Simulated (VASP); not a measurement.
# Co (Pm-3m) in VASP: a series of runs

Co is run at these levels: PBE; tasks: single point, relaxation of cell and atoms.

Everything below comes from runs of VASP 6.6.1. Logs are shortened: lines on timing, memory, paths and dates and some standing lists are left out, and cuts for length are marked.

## 1. The cell of the first run

Symmetry: Pm-3m, No. 221, cubic system. The conventional cell has a = 3.411 Å, b = 3.411 Å, c = 3.411 Å, α = 90.00°, β = 90.00°, γ = 90.00°. Within 3.2 Å of Co (site symmetry 4/mmm) lie 8 Co at 2.41 Å.

The cell was built from a structure type or drawn by symmetry, and may not be a known phase.

## 2. Single point, PBE, collinear spin, ferromagnetic start

File INCAR:

```
PREC     = Accurate       # precision mode
ENCUT    = 520            # plane-wave cutoff, eV
EDIFF    = 1E-7           # SCF threshold, eV
ISMEAR   = 0              # smearing method
SIGMA    = 0.1            # smearing width, eV
LREAL    = False          # projectors in reciprocal space
LASPH    = True           # aspherical terms in the spheres
NELM     = 150            # most SCF steps
ALGO     = Normal         # electronic algorithm
ISIF     = 2              # what is computed and relaxed
LWAVE    = False          # write WAVECAR
LCHARG   = False          # write CHGCAR
ISPIN    = 2              # spin polarisation
MAGMOM   = -2.12 -2.12 -2.12 # initial moments
LORBIT   = 11             # projections on sites
LMAXMIX  = 4              # l up to which the mixer works
GGA      = PE             # functional
NBANDS   = 24             # bands
```

File KPOINTS:

```
Automatic mesh
0
Gamma
  14 14 14
```

File POSCAR:

```
Co
1.0
    3.4107162247      0.0000000000      0.0000000000
    0.0000000000      3.4107162247      0.0000000000
    0.0000000000      0.0000000000      3.4107162247
Co
3
Direct
    0.5000000000      0.0000000000      0.0000000000
    0.0000000000      0.5000000000      0.0000000000
    0.0000000000      0.0000000000      0.5000000000
```

Potentials or basis: VASP PAW PBE potentials, release 64 (Co).

Launch:

```bash
> cat potpaw_PBE.64/Co/POTCAR > POTCAR
> mpirun -np 1 vasp_std > vasp.out
```

OUTCAR:

```text
PREC = Accurate
   ENCUT = 520
   EDIFF = 1E-7
   ISMEAR = 0
   LREAL = False
   LASPH = True
   NELM = 150
   ISIF = 2
   ISPIN = 2
   LORBIT = 11
   GGA = PE

 ion  position               nearest neighbor table
   1  0.500  0.000  0.000-   2 2.41   3 2.41   3 2.41   2 2.41   2 2.41   3 2.41   3 2.41   2 2.41

   2  0.000  0.500  0.000-   1 2.41   3 2.41   3 2.41   1 2.41   3 2.41   3 2.41   1 2.41   1 2.41

   3  0.000  0.000  0.500-   1 2.41   2 2.41   1 2.41   2 2.41   2 2.41   2 2.41   1 2.41   1 2.41

  LATTYP: Found a simple cubic cell.
 ALAT       =     3.4107162247

  Lattice vectors:

 A1 = (   3.4107162247,   0.0000000000,   0.0000000000)
 A2 = (   0.0000000000,   3.4107162247,   0.0000000000)
 A3 = (   0.0000000000,   0.0000000000,   3.4107162247)

Analysis of symmetry for initial positions (statically):
=====================================================================
 Subroutine PRICEL returns:
 Original cell was already a primitive cell.

 Routine SETGRP: Setting up the symmetry group for a
 simple cubic supercell.

 Subroutine GETGRP returns: Found 48 space group operations
 (whereof 48 operations were pure point group operations)
 out of a pool of 48 trial point group operations.

The static configuration has the point symmetry O_h .

Analysis of symmetry for dynamics (positions and initial velocities):
=====================================================================
 Subroutine PRICEL returns:
 Original cell was already a primitive cell.

 Routine SETGRP: Setting up the symmetry group for a
 simple cubic supercell.

 Subroutine GETGRP returns: Found 48 space group operations
 (whereof 48 operations were pure point group operations)
 out of a pool of 48 trial point group operations.

The dynamic configuration has the point symmetry O_h .

Analysis of structural, dynamic, and magnetic symmetry:
=====================================================================
 Subroutine PRICEL returns:
 Original cell was already a primitive cell.

 Routine SETGRP: Setting up the symmetry group for a
 simple cubic supercell.

 Subroutine GETGRP returns: Found 48 space group operations
 (whereof 48 operations were pure point group operations)
 out of a pool of 48 trial point group operations.

The overall configuration has the point symmetry O_h .

 Subroutine INISYM returns: Found 48 space group operations
 (whereof 48 operations are pure point group operations),
 and found     1 'primitive' translations

----------------------------------------------------------------------------------------

                                     Primitive cell

  volume of cell :      39.6768

  direct lattice vectors                    reciprocal lattice vectors
     3.410716225  0.000000000  0.000000000     0.293193551  0.000000000  0.000000000
     0.000000000  3.410716225  0.000000000     0.000000000  0.293193551  0.000000000
     0.000000000  0.000000000  3.410716225     0.000000000  0.000000000  0.293193551

  length of vectors
     3.410716225  3.410716225  3.410716225     0.293193551  0.293193551  0.293193551

  position of ions in fractional coordinates (direct lattice)
     0.500000000  0.000000000  0.000000000
     0.000000000  0.500000000  0.000000000
     0.000000000  0.000000000  0.500000000

  ion indices of the primitive-cell ions
   primitive index   ion index
                 1           1
                 2           2
                 3           3

----------------------------------------------------------------------------------------

 KPOINTS: Automatic mesh

Automatic generation of k-mesh.
 Grid dimensions read from file:
 generate k-points for:   14   14   14

 Generating k-lattice:

  Cartesian coordinates                     Fractional coordinates (reciprocal lattice)
     0.020942396  0.000000000  0.000000000     0.071428571  0.000000000  0.000000000
     0.000000000  0.020942396  0.000000000     0.000000000  0.071428571  0.000000000
     0.000000000  0.000000000  0.020942396     0.000000000  0.000000000  0.071428571

  Length of vectors
     0.020942396  0.020942396  0.020942396

  Shift w.r.t. Gamma in fractional coordinates (k-lattice)
     0.000000000  0.000000000  0.000000000

 Subroutine IBZKPT returns following result:
 ===========================================

 Found    120 irreducible k-points:

 Following reciprocal coordinates:
            Coordinates               Weight
  0.000000  0.000000  0.000000      1.000000
  0.071429  0.000000  0.000000      6.000000
  0.142857  0.000000  0.000000      6.000000
  0.214286  0.000000  0.000000      6.000000
  0.285714  0.000000  0.000000      6.000000
  0.357143  0.000000  0.000000      6.000000
[... 16 lines left out ...]
  0.285714  0.214286  0.000000     24.000000
  0.357143  0.214286  0.000000     24.000000
 [... further k-points ...]
   k-points           NKPTS =    120   k-points in BZ     NKDIM =    120   number of bands    NBANDS=     24
   number of dos      NEDOS =    301   number of ions     NIONS =      3
   total plane-waves  NPLWV =  21952
   dimension x,y,z NGX =    28 NGY =   28 NGZ =   28
   dimension x,y,z NGXF=    56 NGYF=   56 NGZF=   56
   ions per type =               3
   NGX,Y,Z   is equivalent  to a cutoff of  13.65, 13.65, 13.65 a.u.
   NGXF,Y,Z  is equivalent  to a cutoff of  27.30, 27.30, 27.30 a.u.
 SYSTEM =  unknown system
   PREC   = accura    normal or accurate (medium, high low for compatibility)
   ISTART =      0    job   : 0-new  1-cont  2-samecut
   ICHARG =      2    charge: 1-file 2-atom 10-const
   ISPIN  =      2    spin polarized calculation?
   LNONCOLLINEAR =      F non collinear calculations
   LSORBIT =      F    spin-orbit coupling
   LASPH  =      T    aspherical Exc in radial PAW
   ENCUT  =  520.0 eV  38.22 Ry    6.18 a.u.   6.34  6.34  6.34*2*pi/ulx,y,z
   NELM   =    150;   NELMIN=  2; NELMDL= -5     # of ELM steps
   EDIFF  = 0.1E-06   stopping-criterion for ELM
   LREAL  =      F    real-space projection
   EDIFFG = 0.1E-05   stopping-criterion for IOM
   NSW    =      0    number of steps for IOM
   IBRION =     -1    ionic relax: 0-MD 1-quasi-New 2-CG
   NFREE  =      0    steps in history (QN), initial steepest desc. (CG)
   ISIF   =      2    stress and relaxation
   ISYM   =      2    0-nonsym 1-usesym 2-fastsym
   POTIM  = 0.5000    time-step for ionic-motion
   TEBEG  =    0.0;   TEEND  =   0.0 temperature during run
   PSTRESS=    0.0 pullay stress
   NELECT =      27.0000    total number of electrons
   NUPDOWN=      -1.0000    fix difference up-down
   EMIN   =  10.00;   EMAX   =-10.00  energy-range for DOS
   EFERMI =   0.00;   METHOD = LEGACY
   ISMEAR =     0;   SIGMA  =   0.10  broadening in eV -4-tet -1-fermi 0-gaus
   EFERMI_NEDOS =   21; number of points for ismear=-14 and -15
   IALGO  =     38    algorithm
   IMIX   =      4    mixing-type and parameters
     AMIX     =   0.40;   BMIX     =  1.00
     AMIX_MAG =   1.60;   BMIX_MAG =  1.00
  volume/ion in A,a.u.               =      13.23        89.25
  Fermi-wavevector in a.u.,A,eV,Ry     =   1.439960  2.721130 28.211483  2.073485
  Thomas-Fermi vector in A             =   2.558758
   LORBIT       =     11    0 simple, 1 ext, 2 COOP (PROOUT), +10 PAW based schemes
   GGA     = PE    functional components
   LHFCALC =     F    Hartree Fock is set to
   AEXX    =    0.0000 exact exchange contribution
   IVDW    =     0    specifies the selected vdW correction
   LEPSILON=     F    determine dielectric tensor
   LRPA    =     F    only Hartree local field effects (RPA)
 spin polarized calculation
 Gauss-broadening in eV      SIGMA  =   0.10
  energy-cutoff  :      520.00
  volume of cell :       39.68
 maximum number of plane-waves:      1084
 NGX is ok and might be reduce to    28
   NGX = 13   NGY = 13   NGZ = 13

 number of electron      27.0000029 magnetization      -5.5484467

 Free energy of the ion-electron system (eV)
  ---------------------------------------------------
  ext. energy  EPLUGINS =         0.00000000
  ---------------------------------------------------
  free energy    TOTEN  =       -19.26439464 eV

  energy without entropy =      -19.24457194  energy(sigma->0) =      -19.25448329

 E-fermi :   7.8615     XC(G=0): -12.1040

 val. band max:        7.8543870843   @ k =   0.2857   0.0714   0.0000
 cond. band min:       7.8659302022   @ k =   0.5000   0.4286   0.1429
 fundamental gap:      0.0115431180
 Fermi energy:         7.8615111153

 spin component 1

 k-point     1 :       0.0000    0.0000    0.0000
  band No.  band energies     occupation
      1      -0.1446      1.00000
      2       3.8164      1.00000
      3       4.9771      1.00000
      4       4.9771      1.00000
      5       4.9771      1.00000
      6       5.2002      1.00000
[... 16 lines left out ...]
     23      25.6411      0.00000
     24      25.6411      0.00000
[... 598 lines left out ...]
      2       4.5665      1.00000
      3       5.2237      1.00000
      4       5.2884      1.00000
      5       5.5873      1.00000
      6       5.8459      1.00000
[... 16 lines left out ...]
     23      22.1726      0.00000
     24      23.9062      0.00000

 [... further k-points ...]

 spin component 2

 k-point     1 :       0.0000    0.0000    0.0000
  band No.  band energies     occupation
      1      -0.3114      1.00000
      2       2.3030      1.00000
      3       3.5492      1.00000
      4       3.5492      1.00000
      5       3.5492      1.00000
      6       3.7966      1.00000
[... 16 lines left out ...]
     23      25.2988      0.00000
     24      25.2988      0.00000
[... 598 lines left out ...]
      2       3.3662      1.00000
      3       3.8744      1.00000
      4       4.0257      1.00000
      5       4.1637      1.00000
      6       4.3610      1.00000
[... 16 lines left out ...]
     23      21.7097      0.00000
     24      23.5613      0.00000

 [... further k-points ...]

------------------------ aborting loop because EDIFF is reached ----------------------------------------

  FORCE on cell =-STRESS in cart. coord.  units (eV):
  Direction    XX          YY          ZZ          XY          YZ          ZX
  --------------------------------------------------------------------------------------
  -------------------------------------------------------------------------------------
  Total       -0.1545882     -0.1545882     -0.1545882     -0.0000000      0.0000000     -0.0000000
  in kB       -6.2423797     -6.2423797     -6.2423797     -0.0000000      0.0000000     -0.0000000
  external PRESSURE =      -6.2423797 kB  Pullay stress =       0.0000000 kB

 VOLUME and BASIS-vectors are now :
 -----------------------------------------------------------------------------
  energy-cutoff  :      520.00
  volume of cell :       39.68
      direct lattice vectors                 reciprocal lattice vectors
     3.410716225  0.000000000  0.000000000     0.293193551  0.000000000  0.000000000
     0.000000000  3.410716225  0.000000000     0.000000000  0.293193551  0.000000000
     0.000000000  0.000000000  3.410716225     0.000000000  0.000000000  0.293193551

 POSITION                                       TOTAL-FORCE (eV/Angst)
 -----------------------------------------------------------------------------------
      1.70536      0.00000      0.00000         0.000000      0.000000      0.000000
      0.00000      1.70536      0.00000         0.000000      0.000000      0.000000
      0.00000      0.00000      1.70536         0.000000      0.000000      0.000000
 -----------------------------------------------------------------------------------
    total drift:                                0.000000      0.000000     -0.000000

  FREE ENERGIE OF THE ION-ELECTRON SYSTEM (eV)
  ---------------------------------------------------
  free  energy   TOTEN  =       -19.2643946447 eV

  energy  without entropy=      -19.2445719369  energy(sigma->0) =      -19.25448329

 total charge

# of ion       s       p       d       tot
------------------------------------------
    1        0.508   0.440   7.229   8.176
    2        0.508   0.440   7.229   8.176
    3        0.508   0.440   7.229   8.176
--------------------------------------------------
tot          1.523   1.319  21.688  24.529

 magnetization (x)

# of ion       s       p       d       tot
------------------------------------------
    1        0.000   0.025  -1.894  -1.869
    2        0.000   0.025  -1.894  -1.869
    3        0.000   0.025  -1.894  -1.869
--------------------------------------------------
tot          0.001   0.075  -5.682  -5.607
```

Run time: 1.7 min. Hardware: 1 thread of Intel Xeon 6975P-C (Granite Rapids), shared host; peak memory 0.28 GiB.

What came out:

```yaml
Free_energy: -19.2644 eV
Pressure: -0.6 GPa
Net_moment: -5.55 μB per cell
Site_moments: Co -1.87 μB
Valence_electrons_inside_the_program's_atomic_spheres: Co 8.18
```

## 3. Relaxation of cell and atoms, PBE, collinear spin, ferromagnetic start

File INCAR:

```
SYSTEM = Co
PREC = Accurate ; ENCUT = 600
EDIFF = 1E-6 ; ISMEAR = 0
SIGMA = 0.1 ; LREAL = .FALSE.
LASPH = .TRUE. ; NELM = 150
ALGO = Normal ; ISIF = 3
LWAVE = .FALSE. ; LCHARG = .FALSE.
ISPIN = 2 ; MAGMOM = -2.12 -2.12 -2.12
LORBIT = 11 ; LMAXMIX = 4
GGA = PE ; IBRION = 2
NSW = 100 ; EDIFFG = -0.01
```

File KPOINTS:

```
regular mesh
0
G
  14 14 14
  0 0 0
```

POSCAR is that of step 2.

Potentials or basis: VASP PAW PBE potentials, release 64 (Co).

Launch:

```bash
> cat potpaw_PBE.64/Co/POTCAR > POTCAR
> mpirun -np 1 vasp_std > vasp.out
```

OUTCAR:

```text
SYSTEM = Co
   PREC = Accurate
   ENCUT = 600
   EDIFF = 1E-6
   ISMEAR = 0
   LREAL = .FALSE.
   LASPH = .TRUE.
   NELM = 150
   ISIF = 3
   ISPIN = 2
   LORBIT = 11
   GGA = PE
   IBRION = 2
   NSW = 100
   EDIFFG = -0.01

 ion  position               nearest neighbor table
   1  0.500  0.000  0.000-   2 2.41   3 2.41   3 2.41   2 2.41   2 2.41   3 2.41   3 2.41   2 2.41

   2  0.000  0.500  0.000-   1 2.41   3 2.41   3 2.41   1 2.41   3 2.41   3 2.41   1 2.41   1 2.41

   3  0.000  0.000  0.500-   1 2.41   2 2.41   1 2.41   2 2.41   2 2.41   2 2.41   1 2.41   1 2.41

  LATTYP: Found a simple cubic cell.
 ALAT       =     3.4107162247

  Lattice vectors:

 A1 = (   3.4107162247,   0.0000000000,   0.0000000000)
 A2 = (   0.0000000000,   3.4107162247,   0.0000000000)
 A3 = (   0.0000000000,   0.0000000000,   3.4107162247)

Analysis of symmetry for initial positions (statically):
=====================================================================
 Subroutine PRICEL returns:
[... 280 lines left out ...]
 spin component 1

 k-point     1 :       0.0000    0.0000    0.0000
  band No.  band energies     occupation
      1      -0.1128      1.00000
      2       3.8426      1.00000
      3       5.0149      1.00000
      4       5.0149      1.00000
      5       5.0149      1.00000
      6       5.2393      1.00000
[... 541 lines left out ...]
     19      16.2095      0.00000
     20      16.4687      0.00000

 [... further k-points ...]

 spin component 2

 k-point     1 :       0.0000    0.0000    0.0000
  band No.  band energies     occupation
      1      -0.2810      1.00000
      2       2.3338      1.00000
      3       3.5880      1.00000
      4       3.5880      1.00000
      5       3.5880      1.00000
      6       3.8370      1.00000
[... 573 lines left out ...]
  FREE ENERGIE OF THE ION-ELECTRON SYSTEM (eV)
  ---------------------------------------------------
  free  energy   TOTEN  =       -19.2639153127 eV

  energy  without entropy=      -19.2441564274  energy(sigma->0) =      -19.25403587

 reached required accuracy - stopping structural energy minimisation

 total charge

# of ion       s       p       d       tot
------------------------------------------
    1        0.509   0.443   7.232   8.184
    2        0.509   0.443   7.232   8.184
    3        0.509   0.443   7.232   8.184
--------------------------------------------------
tot          1.528   1.328  21.696  24.552

 magnetization (x)

# of ion       s       p       d       tot
------------------------------------------
    1        0.000   0.025  -1.892  -1.867
    2        0.000   0.025  -1.892  -1.867
    3        0.000   0.025  -1.892  -1.867
--------------------------------------------------
tot          0.001   0.074  -5.675  -5.600
```

Run time: 6.3 min. Hardware: 1 thread of Oxide Virtual Turin-like, shared host; peak memory 0.26 GiB.

What came out:

| Quantity | Value |
| --- | --- |
| Free energy | -19.2639 eV |
| Relaxed volume | 13.16 Å³/atom |
| Relaxed cell | a = 3.405 Å, b = 3.405 Å, c = 3.405 Å, α = 90.00°, β = 90.00°, γ = 90.00° |
| Space group after relaxing (to 0.1 Å) | Pm-3m (No. 221) |
| Energy gained by relaxing | 0.1 meV/atom |
| Ionic steps | 3 |
| Pressure after relaxing | 0.0 GPa |
| Net moment | -5.54 μB per cell |
| Site moments | Co -1.87 μB |
| Valence electrons inside the program's atomic spheres | Co 8.18 |

Step by step:
```tsv
step	energy change (eV)	largest force (eV/Å)	pressure (GPa)	volume (Å³)
1	0.0000	0.0000	-0.68	39.68
2	-0.0002	0.0000	0.50	39.36
3	-0.0004	0.0000	0.00	39.49
```

Final structure:
```
CELL_PARAMETERS angstrom
3.40540 0.00000 0.00000
0.00000 3.40540 0.00000
0.00000 0.00000 3.40540
ATOMIC_POSITIONS crystal
Co 0.50000 0.00000 0.00000
Co 0.00000 0.50000 0.00000
Co 0.00000 0.00000 0.50000
```

Levels at points of the mesh, in eV from the Fermi level:
Spin up:
```
           k point  band 8  band 9  band 10  band 11  band 12  band 13  band 14  band 15
(0.00, 0.00, 0.00)    0.16    0.16     0.16     0.97     0.97     1.32     1.42     1.42
(0.50, 0.00, 0.00)   -1.37   -1.37    -0.27    -0.20    -0.13     0.19     0.19     0.31
(0.50, 0.50, 0.00)   -1.42   -1.18    -1.18    -0.27    -0.09    -0.09     0.12     0.68
(0.50, 0.50, 0.50)   -0.17    0.13     0.13     0.13     0.61     0.61     1.24     1.24
```
Spin down:
```
           k point  band 14  band 15  band 16  band 17  band 18  band 19
(0.00, 0.00, 0.00)    -0.41    -0.41    -0.41     4.27     4.27     4.27
(0.50, 0.00, 0.00)    -1.82    -1.74    -1.37    -0.41     8.27     8.27
(0.50, 0.50, 0.00)    -1.60    -1.60    -0.74     1.18     2.03     2.03
(0.50, 0.50, 0.50)    -0.65    -0.65    -0.31     1.83     1.83     1.83
```
